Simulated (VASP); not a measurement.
Here is a VASP 6.6.1 calculation.

INCAR

```
SYSTEM = Al
ALGO     = Normal         ! electronic algorithm
EDIFF    = 1E-7           ! SCF threshold, eV
ENCUT    = 520            ! plane-wave cutoff, eV
GGA      = CA             ! functional
ISIF     = 2              ! what is computed and relaxed
ISMEAR   = -1             ! smearing method
LASPH    = .True.         ! aspherical terms in the spheres
LCHARG   = .True.         ! write CHGCAR
LELF     = .True.         ! ELF
LREAL    = .False.        ! projectors in reciprocal space
LVHAR    = .True.       
LWAVE    = .False.        ! write WAVECAR
NBANDS   = 8              ! bands
NELM     = 80             ! most SCF steps
PREC     = Accurate       ! precision mode
SIGMA    = 0.1            ! smearing width, eV
```

The input KPOINTS:

```
k-points
0
Gamma
  15 15 15
  0 0 0
```

The input POSCAR:

```
Al
1.0
   -1.5991750950      1.5991750950      1.5912190000
    1.5991750950     -1.5991750950      1.5912190000
    1.5832629050      1.5832629050     -1.5912190000
Al
1
Direct
    0.0000000000      0.0000000000      0.0000000000
```

Potentials or basis: VASP PAW LDA potentials, release 64 (Al).

Command:

```bash
$ cat potpaw_LDA.64/Al/POTCAR > POTCAR
$ mpirun -np 1 vasp_std > vasp.out
```

(1) What does it give for the pressure?

## Answers

(1) 0.5 GPa.
